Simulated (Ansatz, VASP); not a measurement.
## One calculation of MgO, two programs

```xyz
2
Lattice="2.9380 0.0000 0.0000 -1.4690 2.6335 0.0000 0.0000 0.0000 2.6797" Properties=species:S:1:pos:R:3 pbc="T T T"
Mg    0.0000    0.0000    0.0000
O     0.0000    1.7556    1.3398
```

Change from the starting cell: strain +0.0350 x Voigt [0, 1, 0, 0, 0, 0], atoms carried along.

Alike in both runs: task single point; functional PBE; k mesh 9 × 9 × 8; occupations gaussian, width 0.05 eV; no spin polarisation.

|  | VASP | Ansatz |
| --- | --- | --- |
| version | VASP 6.6.1 | Ansatz 0.2.0 |
| potentials or method | VASP PAW PBE potentials, release 64 (Mg, O), cutoff 520 eV | scalar-relativistic, plane waves, PAW |
| valence electrons in the cell | 8 | 16 |

Ansatz gave:

```
gap on the k mesh at the Fermi level (eV)                     : 2.66
least direct gap on the mesh (eV)                             : 3.02
pressure (GPa)                                                : -4.0
traceless stress, the component that is largest in VASP (GPa) : -6.42
rms of the force components (eV/Å)                            : 0.017
```

**Question.** What did VASP give for the same quantities?

**Answer.** gap on the k mesh at the Fermi level (eV): 2.64; least direct gap on the mesh (eV): 3.00; pressure (GPa): -4.6; traceless stress, the component that is largest in VASP (GPa): -6.44; rms of the force components (eV/Å): 0.017.

Atom by atom the forces differ by 0.001 eV/Å (rms over components). The functional is the same, so the differences come from potentials, cutoffs and numerics. VASP's potentials hold 8 valence electrons a cell and Ansatz's 16, so a difference there can come from the potentials and not from the codes.
